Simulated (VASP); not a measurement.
Wanted: the native input for a VASP 6.6.1 run.

* Task: single point
* Functional: LDA
* Potentials or basis: VASP PAW LDA potentials, release 64 (Hf_pv, N)
* Cutoff: 520 eV
* k mesh: 10 × 10 × 10
* Occupations: methfessel-paxton, width 0.025 eV
* Spin: no spin polarisation
* Dipole correction: no
* Further INCAR settings: ALGO = Normal; EDIFF = 1e-07; NBANDS = 14

The structure of HfN lies in POSCAR:

```
HfN
1.0
    0.0000000000      2.4548220000      2.4548220000
    2.4548220000      0.0000000000      2.4548220000
    2.4548220000      2.4548220000      0.0000000000
Hf N
1 1
Direct
    0.0000000000      0.0000000000      0.0000000000
    0.7500000000      0.7500000000      0.7500000000
```

These files were run (other wordings do the same):

INCAR

```
SYSTEM = HfN
  ALGO = Normal
  EDIFF = 1E-7
  ENCUT = 520
  ISIF = 2
  ISMEAR = 1
  LASPH = .True.
  LCHARG = .False.
  LREAL = .False.
  LWAVE = .False.
  NBANDS = 14
  NELM = 80
  PREC = Accurate
  SIGMA = 0.025
```

KPOINTS

```
k-points
0
Gamma
  10 10 10
  0 0 0
```

Potentials or basis: VASP PAW LDA potentials, release 64 (Hf_pv, N).

The run is started by

```console
$ cat potpaw_LDA.64/Hf_pv/POTCAR potpaw_LDA.64/N/POTCAR > POTCAR
$ mpirun -np 1 vasp_std > vasp.out
```

It gave:

The pressure is -10.0 GPa.

Wall time 12 s on 1 thread of Intel(R) Xeon(R) Platinum 8559C (Emerald Rapids), with other jobs on the host, peak memory 0.15 GiB.
